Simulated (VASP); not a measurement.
Ti: single point with PBEsol

Ti:

```xyz
1
Lattice="-1.6669 1.6669 1.6669 1.6669 -1.6669 1.6669 1.6669 1.6669 -1.6669" Properties=species:S:1:pos:R:3 pbc="T T T"
Ti    0.0000    0.0000    0.0000
```

```json
{
 "Program": "VASP 6.6.1",
 "Task": "single point",
 "Functional": "PBEsol",
 "Potentials or basis": "VASP PAW PBE potentials, release 64 (Ti_sv)",
 "Cutoff": "520 eV",
 "k mesh": "22 × 22 × 22",
 "Occupations": "gaussian, width 0.15 eV",
 "Spin": "collinear spin, ferromagnetic start",
 "Starting moments": "[0.875] μB",
 "Fixed moment": "0.875 μB",
 "Dipole correction": "no",
 "Further INCAR settings": "ALGO = Normal; EDIFF = 1e-06; NBANDS = 16"
}
```

```json
{
  "Pressure": "-9.2 GPa",
  "Net moment": "0.88 μB per cell",
  "Site moments": "Ti +0.61 μB",
  "Valence electrons inside the program's atomic spheres": "Ti 10.20"
}
```

Run time: 110 s on 1 thread of AMD EPYC 9R45 96-Core Processor (Zen 5) (shared host), peak memory 0.23 GiB.

Caveat: the PAW data sets were made with another functional, which shifts forces and pressure a little; the total moment is fixed, so each spin has its own Fermi level.
